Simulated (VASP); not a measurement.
Runs of VASP 6.6.1 on P. Symmetry: P2/m, No. 10, monoclinic system. Conventional cell: a = 2.425 Å, b = 2.439 Å, c = 4.852 Å, α = 90.00°, β = 90.24°, γ = 90.00°. Within 3.2 Å of P (site symmetry m) lie 6 P at 2.42 to 2.44 Å. This isn't the form of P at room conditions, which is orthorhombic.

| level | share of exact exchange | screening parameter | gap on the mesh (eV) | pressure (GPa) | largest force (eV/Å) |
| --- | --- | --- | --- | --- | --- |
| PBE-based screened hybrid with 25 % exact exchange | 0.25 | 0.3 1/Å | none | -2.1 | 0.02 |
| PBE-based screened hybrid with 10 % exact exchange | 0.1 | 0.2 1/Å | none | 0.1 | 0.02 |
| PBE-based screened hybrid with 25 % exact exchange | 0.25 | 0.6 1/Å | none | -0.6 | 0.02 |
| PBE-based screened hybrid with 25 % exact exchange | 0.25 | 0.4 1/Å | none | (b) | 0.02 |
| PBE-based screened hybrid with 5 % exact exchange | 0.05 | 0.2 1/Å | none | 1.0 | 0.02 |
| PBE-based screened hybrid with 15 % exact exchange | 0.15 | 0.2 1/Å | none | (a) | 0.02 |

Alike in all rows: task single point; potentials or basis VASP PAW PBE potentials, release 64 (P); no spin polarisation; cell as given; k mesh 6 × 6 × 3; cutoff (eV) 520; smearing fermi-dirac 0.05 eV.

Fill in the values left out.

(a) -0.8; (b) -1.6.

Caveats: all runs use coarse meshes; the PAW data sets were made with another functional, which shifts forces and pressure a little.

A gap of «none» marks levels without a gap at the run's occupations.
